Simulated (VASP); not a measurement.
BeTe: single point with PBE

The system is BeTe.

```
CELL_PARAMETERS angstrom
0.00000 2.78834 2.78834
2.78834 0.00000 2.78834
2.78834 2.78834 0.00000
ATOMIC_POSITIONS crystal
Te 0.75000 0.75000 0.75000
Be 0.00000 0.00000 0.00000
```

```yaml
Program: VASP 6.6.1
Task: single point
Functional: PBE
Potentials_or_basis: VASP PAW PBE potentials, release 64 (Te, Be)
Cutoff: 520 eV
k_mesh: 8 × 8 × 8
Occupations: fermi-dirac, width 0.05 eV
Spin: no spin polarisation
```

- Pressure: 3.0 GPa
- Band gap on the k mesh: 1.90 eV, indirect (least direct gap 3.58 eV)

Levels at points of the mesh, in eV from the valence-band top:
```
           k point  band 2  band 3  band 4  band 5  band 6  band 7
(0.00, 0.00, 0.00)    0.00    0.00    0.00    3.58    3.58    3.58
(0.50, 0.00, 0.00)   -5.73   -1.18   -1.18    3.16    4.58    4.58
(0.50, 0.50, 0.00)   -5.28   -2.76   -2.76    1.90    2.62    9.89
```

Wall time 26 s on 1 thread of AMD EPYC 7R13, with other jobs on the host, peak memory 0.14 GiB.

Caveat: spin-orbit coupling is left out, which moves the levels of the heavy elements. A k mesh can miss the band edges.
